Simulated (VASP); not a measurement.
Crystal: HfN.

```
CELL_PARAMETERS angstrom
0.00000 2.25500 2.25500
2.25500 0.00000 2.25500
2.25500 2.25500 0.00000
ATOMIC_POSITIONS crystal
Hf 0.00000 0.00000 0.00000
N 0.50000 0.50000 0.50000
```

| Quantity | Value |
| --- | --- |
| Program | VASP 6.6.1 |
| Task | relaxation of cell and atoms |
| Functional | LDA |
| Potentials or basis | VASP PAW LDA potentials, release 64 (Hf_pv, N) |
| Cutoff | 600 eV |
| k mesh | 16 × 16 × 16 |
| Occupations | fermi-dirac, width 0.1 eV |
| Spin | no spin polarisation |

At the start: pressure -9.2 GPa; volume 11.47 Å³/atom.

Task: How do energy, volume and symmetry change on relaxing?

Result: Over 3 steps the energy falls by 10.7 meV/atom and the volume is 11.11 Å³/atom (-3.1 %); space group Fm-3m (No. 225, to 0.05 Å).

Step by step:
| step | energy change (eV) | largest force (eV/Å) | pressure (GPa) | volume (Å³) |
| --- | --- | --- | --- | --- |
| 1 | 0.0000 | 0.0000 | -9.19 | 22.93 |
| 2 | 0.0724 | 0.0000 | 22.90 | 20.82 |
| 3 | -0.0214 | 0.0000 | -0.22 | 22.22 |

Final structure:
```
CELL_PARAMETERS angstrom
0.00000 2.23152 2.23152
2.23152 0.00000 2.23152
2.23152 2.23152 0.00000
ATOMIC_POSITIONS crystal
Hf 0.00000 0.00000 0.00000
N 0.50000 0.50000 0.50000
```
